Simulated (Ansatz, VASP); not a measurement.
**Two plane-wave programs on LaH3**

```
La H
1.0
     0.00000    2.75064    2.75064
     2.75064    0.00000    2.75064
     2.75064    2.75064    0.00000
La H
1 3
Cartesian
  0.0000 0.0000 0.0000
  2.7506 2.7506 2.7506
  4.1260 4.1260 4.1260
  1.3753 1.3753 1.3753
```

Alike in both runs: functional PBEsol; k mesh 12 × 12 × 12; collinear spin.

Ansatz relaxed the structure, and its values are those at the end. VASP's run is a single point on that final structure, the one shown.

|  | VASP | Ansatz |
| --- | --- | --- |
| version | VASP 6.6.1 | Ansatz 0.2.0 |
| potentials or method | VASP PAW PBE potentials, release 64 (La, H) | PAW with Ansatz's default frozen-core files, scalar-relativistic |
| plane-wave cutoff (eV) | 520 | 420 |
| occupations | methfessel-paxton of order 1, width 0.025 eV | cold, width 0.025 eV |
| valence electrons in the cell | 14 | 14 |

```tsv
	VASP	Ansatz	Ansatz less VASP
pressure (GPa)	-0.2	0.0	+0.19
net moment per atom (μB)	0.00	0.00	0.000
```

VASP's potentials were made for PBE, not for PBEsol. Ansatz's warnings: filled band counts differ across k points, given moment on shells, seeded moment not kept.

Spin-orbit coupling is off throughout.
